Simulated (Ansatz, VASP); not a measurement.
# One calculation of Cu, two programs

```
CELL_PARAMETERS angstrom
0.00000 2.03915 1.28303
2.03915 0.00000 1.28303
2.03915 2.03915 0.00000
ATOMIC_POSITIONS crystal
Cu 0.00000 0.00000 0.00000
```

Alike in both runs: task single point; functional PBE; k mesh 24 × 24 × 24; occupations gaussian, width 0.15 eV; no spin polarisation.

|  | VASP | Ansatz |
| --- | --- | --- |
| version | VASP 6.6.1 | Ansatz 0.2.0 |
| potentials or method | VASP PAW PBE potentials, release 64 (Cu), cutoff 520 eV | scalar-relativistic, plane waves, PAW |
| valence electrons in the cell | 11 | 19 |

VASP gave:

| Quantity | Value |
| --- | --- |
| gap on the k mesh at the Fermi level (eV) | none |
| pressure (GPa) | 23.0 |
| traceless stress, the component that is largest in VASP (GPa) | 1.99 |

Which values does Ansatz return?

gap on the k mesh at the Fermi level (eV): none; pressure (GPa): 22.3; traceless stress, the component that is largest in VASP (GPa): 1.96.

A gap of «none» marks a metal or a gap that the smearing closes. The functional is the same, so the differences come from potentials, cutoffs and numerics. VASP's potentials hold 11 valence electrons a cell and Ansatz's 19, so a difference there can come from the potentials and not from the codes.
